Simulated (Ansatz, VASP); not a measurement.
# One calculation of NaF, two programs

POSCAR

```
NaF
1.0
    0.0000000000      2.2361762500      2.3233000000
    2.4104237500      0.0000000000      2.3233000000
    2.4104237500      2.2361762500      0.0000000000
Na F
1 1
Direct
    0.0000000000      0.0000000000      0.0000000000
    0.5000000000      0.5000000000      0.5000000000
```

The input INCAR.step1:

```
SYSTEM = NaF
  ALGO = Normal
  EDIFF = 1E-4
  ENCUT = 520
  GGA = PE
  ISMEAR = 0
  LASPH = .TRUE.
  LCHARG = .FALSE.
  LREAL = .FALSE.
  LWAVE = .TRUE.
  NBANDS = 14
  NELM = 60
  PREC = Accurate
  SIGMA = 0.05
```

The input INCAR.step2:

```
SYSTEM = NaF
  ALGO = Normal
  EDIFF = 1E-6
  ENCUT = 520
  ISIF = 2
  ISMEAR = 0
  ISTART = 1
  LASPH = .TRUE.
  LCHARG = .FALSE.
  LMIXTAU = .TRUE.
  LREAL = .FALSE.
  LWAVE = .FALSE.
  METAGGA = R2SCAN
  NBANDS = 14
  NELM = 60
  PREC = Accurate
  SIGMA = 0.05
```

The input KPOINTS:

```
k-points
0
G
  8 8 8
  0 0 0
```

Input for Ansatz:

```yaml
crystal:
  lattice:
    - [0.0, 2.23617625, 2.3233]
    - [2.41042375, 0.0, 2.3233]
    - [2.41042375, 2.23617625, 0.0]
  atoms:
    - { symbol: Na, position: [0.0, 0.0, 0.0] }
    - { symbol: F, position: [0.5, 0.5, 0.5] }
basis:
  ecutwfc: 500
kpoints:
  mp_grid: { grid: [8, 8, 8] }
hamiltonian:
  xc: r2scan
scf:
  occupations: { method: gaussian, width: 0.05 }
output:
  forces: true
  stress: true
  eigenvalues: true
```

Change from the starting cell: strain +0.0375 x Voigt [1, -1, 0, 0, 0, 0], atoms carried along.

Alike in both runs: task single point; functional r2SCAN; k mesh 8 × 8 × 8; occupations gaussian, width 0.05 eV; no spin polarisation.

|  | VASP | Ansatz |
| --- | --- | --- |
| version | VASP 6.6.1 | Ansatz 0.2.0 |
| potentials or method | VASP PAW PBE potentials, release 64 (Na_pv, F), cutoff 520 eV | scalar-relativistic, plane waves, PAW |
| valence electrons in the cell | 14 | 16 |

VASP gave:

```
gap on the k mesh at the Fermi level (eV)                     : 7.12
least direct gap on the mesh (eV)                             : 7.12
pressure (GPa)                                                : -1.6
traceless stress, the component that is largest in VASP (GPa) : 3.38
```

Estimate Ansatz's values.

gap on the k mesh at the Fermi level (eV): 7.09; least direct gap on the mesh (eV): 7.09; pressure (GPa): -1.1; traceless stress, the component that is largest in VASP (GPa): 3.34.

VASP's potentials were made for PBE, not for r2SCAN. VASP's potentials hold 14 valence electrons a cell and Ansatz's 16, so a difference there can come from the potentials and not from the codes.
